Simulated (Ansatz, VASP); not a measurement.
**Two plane-wave programs on Rb**

```
CELL_PARAMETERS angstrom
2.48636 -4.35398 0.00000
2.48636 4.35398 0.00000
0.00000 0.00000 8.27555
ATOMIC_POSITIONS crystal
Rb 0.83971 0.16029 0.75000
Rb 0.16029 0.83971 0.25000
```

Alike in both runs: task single point; functional PBE; k mesh 8 × 8 × 4; occupations gaussian, width 0.05 eV; no spin polarisation.

|  | VASP | Ansatz |
| --- | --- | --- |
| version | VASP 6.6.1 | Ansatz 0.2.0 |
| potentials or method | VASP PAW PBE potentials, release 64 (Rb_sv), cutoff 520 eV | scalar-relativistic, plane waves, PAW |
| valence electrons in the cell | 18 | 18 |

|  | VASP | Ansatz | Ansatz less VASP |
| --- | --- | --- | --- |
| gap on the k mesh at the Fermi level (eV) | none | none | - |
| pressure (GPa) | 0.1 | 0.1 | 0.00 |

A gap of «none» marks a metal or a gap that the smearing closes.
